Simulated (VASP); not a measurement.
Input of a VASP 6.6.1 run:

The input INCAR:

```
SYSTEM = NaAl3O
PREC = Accurate
ENCUT = 520
EDIFF = 1E-6
ISMEAR = 0
SIGMA = 0.1
LREAL = .FALSE.
LASPH = .TRUE.
NELM = 150
ALGO = Normal
ISIF = 2
LWAVE = .FALSE.
LCHARG = .FALSE.
ISPIN = 2
MAGMOM = 0 0 0 0 0.58
LORBIT = 11
GGA = PE
NBANDS = 23
```

The input KPOINTS:

```
Automatic mesh
0
G
  8 8 8
  0 0 0
```

The input POSCAR:

```
NaAl3O
1.0
    5.1468478075      0.0000000000      0.0000000000
    0.0000000000      5.1468478075      0.0000000000
    0.0000000000      0.0000000000      5.1468478075
Na Al O
1 3 1
Direct
    0.0000000000      0.0000000000      0.0000000000
    0.5000000000      0.0000000000      0.0000000000
    0.0000000000      0.5000000000      0.0000000000
    0.0000000000      0.0000000000      0.5000000000
    0.5000000000      0.5000000000      0.5000000000
```

Potentials or basis: VASP PAW PBE potentials, release 64 (Na_pv, Al, O).

Command:

```sh
$ cat potpaw_PBE.64/Na_pv/POTCAR potpaw_PBE.64/Al/POTCAR potpaw_PBE.64/O/POTCAR > POTCAR
$ mpirun -np 1 vasp_std > vasp.out
```

Predict the band gap on the k mesh.

zero (filled and empty bands overlap).

Estimate the pressure.

-0.1 GPa.

Estimate the net moment.

0.01 μB per cell.
